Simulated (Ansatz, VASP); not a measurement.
## One calculation of Pb, two programs

```xyz
1
Lattice="0.0000 2.4416 2.4416 2.4416 0.0000 2.4416 2.4416 2.4416 0.0000" Properties=species:S:1:pos:R:3 pbc="T T T"
Pb    0.0000    0.0000    0.0000
```

Change from the starting cell: volume scaled by 0.96.

Alike in both runs: task single point; functional RPBE; dispersion D3(BJ); k mesh 7 × 7 × 7; occupations methfessel-paxton of order 1, width 0.01 eV; non-collinear spin, spin-orbit coupling.

|  | VASP | Ansatz |
| --- | --- | --- |
| version | VASP 6.6.1 | Ansatz 0.2.0 |
| potentials or method | VASP PAW PBE potentials, release 64 (Pb_d), cutoff 520 eV | all-electron LAPW, relativistic spinors |

VASP gave:

```
pressure (GPa)           : -15.3
net moment per atom (μB) : 0.00
```

**Question.** Estimate Ansatz's values.

**Answer.** Pressure (GPa): -15.4; net moment per atom (μB): 0.00.

VASP's potentials were made for PBE, not for RPBE. Ansatz ran all-electron here, and VASP with PAW potentials.

Noted on Ansatz's run: the k mesh is thin for a metal, which can move the energy by tens of meV per atom.
